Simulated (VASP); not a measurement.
Set up this calculation in VASP 6.6.1, as the native input.

| Item | Value |
| --- | --- |
| Task | single point |
| Functional | PBE |
| Dispersion | D3(BJ) |
| Potentials or basis | VASP PAW PBE potentials, release 64 (S, Pt) |
| Cutoff | 520 eV |
| k mesh | 9 × 9 × 1 |
| Occupations | gaussian, width 0.05 eV |
| Spin | no spin polarisation |
| Dipole correction | yes |
| Further INCAR settings | ALGO = Normal; EDIFF = 1e-06; NBANDS = 31 |

The structure of PtS2 lies in POSCAR:

```
PtS2
1.0
    3.5415266177      0.0000000000      0.0000000000
   -1.7707633089      3.0670520191      0.0000000000
    0.0000000000      0.0000000000     22.4670701842
S Pt
4 2
Direct
    0.6666666667      0.3333333333      0.2002931385
    0.3333333333      0.6666666667      0.3108342581
    0.3333333333      1.0000000000      0.4550453178
    0.0000000000      1.3333333333      0.5655864374
    0.0000000000      0.0000000000      0.2555636983
   -0.3333333333      0.6666666667      0.5103158776
```

These files were run (other wordings do the same):

INCAR

```
SYSTEM = PtS2
  PREC = Accurate
  ENCUT = 520
  EDIFF = 1E-6
  ISMEAR = 0
  SIGMA = 0.05
  LREAL = .FALSE.
  LASPH = .TRUE.
  NELM = 80
  ALGO = Normal
  ISIF = 2
  LWAVE = .FALSE.
  LCHARG = .TRUE.
  LDIPOL = .TRUE.
  IDIPOL = 3
  DIPOL = 0.5 0.5 0.383
  GGA = PE
  IVDW = 12
  LELF = .TRUE.
  LVHAR = .TRUE.
  LVACPOTAV = .TRUE.
  NBANDS = 31
```

KPOINTS

```
regular mesh
0
G
  9 9 1
  0 0 0
```

Potentials or basis: VASP PAW PBE potentials, release 64 (S, Pt).

Launch:

```console
$ cat potpaw_PBE.64/S/POTCAR potpaw_PBE.64/Pt/POTCAR > POTCAR
$ mpirun -np 1 vasp_std > vasp.out
```

Results of the run:

| Property | Result |
| --- | --- |
| Largest force | 0.089 eV/Å |
| Band gap on the k mesh | 1.30 eV, indirect (least direct gap 1.42 eV) |
| Dispersion energy per atom | -0.321 eV |

Caveat: spin-orbit coupling is left out, which moves the levels of the heavy elements.

Run time: 3.1 min on 1 thread of Intel(R) Xeon(R) 6975P-C (Granite Rapids) (shared host), peak memory 0.52 GiB.
